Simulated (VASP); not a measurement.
Set up this calculation in VASP 6.6.1, as the native input.

```
Task                   : single point
Functional             : PBE
Potentials or basis    : VASP PAW PBE potentials, release 64 (Al, Cu)
Cutoff                 : 520 eV
k mesh                 : 10 × 12 × 12
Occupations            : gaussian, width 0.1 eV
Spin                   : no spin polarisation
Dipole correction      : no
Further INCAR settings : ALGO = Normal; EDIFF = 1e-06; NBANDS = 16
```

The structure of Al2Cu lies in POSCAR:

```
Al2Cu
1.0
   -2.1325192306      2.2114542190      2.9486663246
    2.1413006001     -2.1534059452      2.9135820926
    2.0106989806      2.0315856952     -2.9073286531
Al Cu
2 1
Direct
    0.7776020539      0.2565883062      0.5038195620
    0.2468627084      0.7315105810      0.4881940810
    0.4755352377      0.5119035755      0.0079888196
```

This cell differs from its parent crystal: atoms moved at random and the cell strained at random.

One way to write it, as run:

INCAR

```
PREC = Accurate ; ENCUT = 520
EDIFF = 1E-6 ; ISMEAR = 0
SIGMA = 0.1 ; LREAL = F
LASPH = T ; NELM = 100
ALGO = Normal ; ISIF = 2
LWAVE = F ; LCHARG = F
GGA = PE ; NBANDS = 16
```

KPOINTS

```
Automatic mesh
0
Gamma
  10 12 12
```

Potentials or basis: VASP PAW PBE potentials, release 64 (Al, Cu).

Run with:

```sh
$ cat potpaw_PBE.64/Al/POTCAR potpaw_PBE.64/Cu/POTCAR > POTCAR
$ mpirun -np 1 vasp_std > vasp.out
```

Results of the run:

```
Pressure      : -3.6 GPa
Largest force : 1.120 eV/Å
```

Caveat: the cell differs from its parent crystal (atoms moved at random and the cell strained at random); forces of over 1 eV/Å act on the atoms, so gaps and moduli don't describe the material at rest.

Run time: 3.1 min on 1 thread of Intel(R) Xeon(R) 6975P-C (Granite Rapids) (shared host), peak memory 0.65 GiB.
